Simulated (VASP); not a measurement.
Runs of VASP 6.6.1 on ZnS. The structure is trigonal, space group R3m (No. 160). Conventional cell: a = 3.806 Å, b = 3.806 Å, c = 28.056 Å, α = 90.00°, β = 90.00°, γ = 120.00°. Zn (site symmetry 3m) has 4 S at 2.33 to 2.34 Å within 3.1 Å. Within 3.1 Å of Zn (site symmetry 3m) lie 4 S at 2.33 Å. Within 3.1 Å of Zn (site symmetry 3m) lie 4 S at 2.33 to 2.34 Å. S (site symmetry 3m) has 4 Zn at 2.33 to 2.34 Å within 3.1 Å. Within 3.1 Å of S (site symmetry 3m) lie 4 Zn at 2.33 to 2.34 Å. Within 3.1 Å of S (site symmetry 3m) lie 4 Zn at 2.33 Å. 

```csv
level,U,gap on the mesh (eV),pressure (GPa),largest force (eV/Å)
PBEsol+U,Zn d U = 2.0 eV,2.19,-1.7,0.01
PBEsol+U,Zn d U = 6.0 eV,(c),-3.4,0.02
PBEsol,-,2.06,(a),0.01
PBEsol+U,Zn d U = 4.0 eV,(b),-2.5,0.02
```

Alike in all rows: task single point; potentials or basis VASP PAW PBE potentials, release 64 (Zn, S); no spin polarisation; cell as given; k mesh 6 × 6 × 6; cutoff (eV) 520; smearing methfessel-paxton 0.1 eV.

Q: Fill in the values left out.

A: (a) -1.1; (b) 2.32; (c) 2.44.

Caveats: the PAW data sets were made with another functional, which shifts forces and pressure a little; the cell stands under tension (at least some runs).

A k mesh can miss the band edges.
